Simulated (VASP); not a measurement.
Wanted: the native input for a VASP 6.6.1 run.

```yaml
Task: single point
Functional: PBE
Potentials_or_basis: VASP PAW PBE potentials, release 64 (La, Hf_pv, C)
Cutoff: 600 eV
k_mesh: 12 × 12 × 2
Occupations: gaussian, width 0.1 eV
Spin: no spin polarisation
Dipole_correction: no
Further_INCAR_settings: ALGO = Normal; EDIFF = 1e-06; NBANDS = 44
```

The structure of La3Hf2C4 lies in POSCAR:

```
La3Hf2C4
1.0
    3.7253505981      0.0000000000      0.0000000000
   -1.8626752991      3.2262482560      0.0000000000
    0.0000000000      0.0000000000     25.4957129539
La Hf C
3 2 4
Direct
    0.3333333333      0.6666666667      0.7566254330
    0.3333333333      0.6666666667      0.2433745670
    0.6666666667      0.3333333333      0.0000000000
    0.3333333333      0.6666666667      0.1109124771
    0.3333333333      0.6666666667      0.8890875229
    0.6666666667      0.3333333333      0.7238844589
    0.6666666667      0.3333333333      0.1280475840
    0.6666666667      0.3333333333      0.8719524160
    0.6666666667      0.3333333333      0.2761155411
```

The cell was generated, and may not be a known phase.

The input as run:

INCAR

```
SYSTEM = La3Hf2C4
ALGO = Normal
EDIFF = 1E-6
ENCUT = 600
GGA = PE
GGA_COMPAT = .FALSE.
ISIF = 2
ISMEAR = 0
LASPH = .TRUE.
LCHARG = .TRUE.
LELF = .TRUE.
LMAXMIX = 6
LREAL = .FALSE.
LVHAR = .TRUE.
LWAVE = .FALSE.
NBANDS = 44
NELM = 200
PREC = Accurate
SIGMA = 0.1
```

KPOINTS

```
k-points
0
G
  12 12 2
  0 0 0
```

Potentials or basis: VASP PAW PBE potentials, release 64 (La, Hf_pv, C).

The run is started by

```console
$ cat potpaw_PBE.64/La/POTCAR potpaw_PBE.64/Hf_pv/POTCAR potpaw_PBE.64/C/POTCAR > POTCAR
$ mpirun -np 1 vasp_std > vasp.out
```

Results of the run:

- Largest force: 0.012 eV/Å
- Band gap on the k mesh: zero (an odd number of electrons rules out a gap without spin polarisation)

Caveat: there is no dipole correction, which matters where the two faces differ; spin-orbit coupling is left out, which moves the levels of the heavy elements; an odd number of electrons without spin polarisation forces a metal; a magnetic or distorted state may lie lower.

Run time: 38 min on 1 thread of Intel(R) Xeon(R) Platinum 8488C (Sapphire Rapids), with other jobs on the host, peak memory 0.87 GiB.
